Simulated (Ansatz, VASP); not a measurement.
Two plane-wave programs on Cl

The input INCAR:

```
SYSTEM = Cl
PREC = Accurate
ENCUT = 400
EDIFF = 1E-8
ISMEAR = -1
SIGMA = 0.02
LREAL = .FALSE.
LASPH = .TRUE.
NELM = 120
ALGO = Normal
ISIF = 2
LWAVE = .FALSE.
LCHARG = .FALSE.
GGA = PE
LEFG = .TRUE.
NBANDS = 22
GGA_COMPAT = .FALSE.
```

KPOINTS

```
regular mesh
0
G
  7 7 4
  0 0 0
```

File POSCAR:

```
Cl
1.0
    3.1200000000     -2.2400000000      0.0000000000
    3.1200000000      2.2400000000      0.0000000000
    0.0000000000      0.0000000000      8.2600000000
Cl
4
Direct
    0.1300000000      0.8700000000      0.1000000000
    0.6300000000      0.3700000000      0.4000000000
    0.8700000000      0.1300000000      0.9000000000
    0.3700000000      0.6300000000      0.6000000000
```

Input for Ansatz:

```yaml
crystal:
  lattice:
    - [3.12, -2.24, 0.0]
    - [3.12, 2.24, 0.0]
    - [0.0, 0.0, 8.26]
  atoms:
    - { symbol: Cl, position: [0.13, 0.87, 0.1] }
    - { symbol: Cl, position: [0.63, 0.37, 0.4] }
    - { symbol: Cl, position: [0.87, 0.13, 0.9] }
    - { symbol: Cl, position: [0.37, 0.63, 0.6] }
kpoints:
  mp_grid: { grid: [7, 7, 4] }
  band_path:
    path:
      - [0.0, 0.0, 0.0]
      - [0.5, 0.5, 0.0]
      - [0.3788625904, 0.6211374096, 0.0]
      - [-0.3788625904, 0.3788625904, 0.0]
      - [0.0, 0.0, 0.0]
      - [0.0, 0.0, 0.5]
      - [-0.3788625904, 0.3788625904, 0.5]
      - [0.3788625904, 0.6211374096, 0.5]
      - [0.5, 0.5, 0.5]
    npoints: 14
scf:
  occupations: { method: fermi_dirac, width: 0.02 }
hamiltonian:
  xc: pbe
  pseudopotentials: { kind: paw }
output:
  forces: true
  stress: true
  eigenvalues: true
  efg: { contact_densities: true }
  populations: true
  bader: true
  dos: { projected: true, de: 0.2, e_range: [-14, 8] }
  write_density: true
  write_potential: true
  elf: true
  volumetric_format: npy
```

Alike in both runs: task electric field gradients; functional PBE; k mesh 7 × 7 × 4; occupations fermi-dirac, width 0.02 eV; no spin polarisation.

|  | VASP | Ansatz |
| --- | --- | --- |
| version | VASP 6.6.1 | Ansatz 0.2.0 |
| potentials or method | VASP PAW PBE potentials, release 64 (Cl) | PAW with Ansatz's default frozen-core files, scalar-relativistic |
| plane-wave cutoff (eV) | 400 | 420 |
| valence electrons in the cell | 28 | 28 |

```tsv
	VASP	Ansatz	Ansatz less VASP
gap on the k mesh at the Fermi level (eV)	2.51	2.46	-0.046
pressure (GPa)	0.1	0.5	+0.38
traceless stress, the component that is largest in VASP (GPa)	1.16	0.85	-0.317
rms of the force components (eV/Å)	0.147	0.065	-0.0820
size of Vzz on the site where it differs most (V/Å²)	538.9	550.4	+11.45
```

Atom by atom the forces differ by 0.104 eV/Å (rms over components). The functional is the same, so the differences come from potentials, cutoffs and numerics.
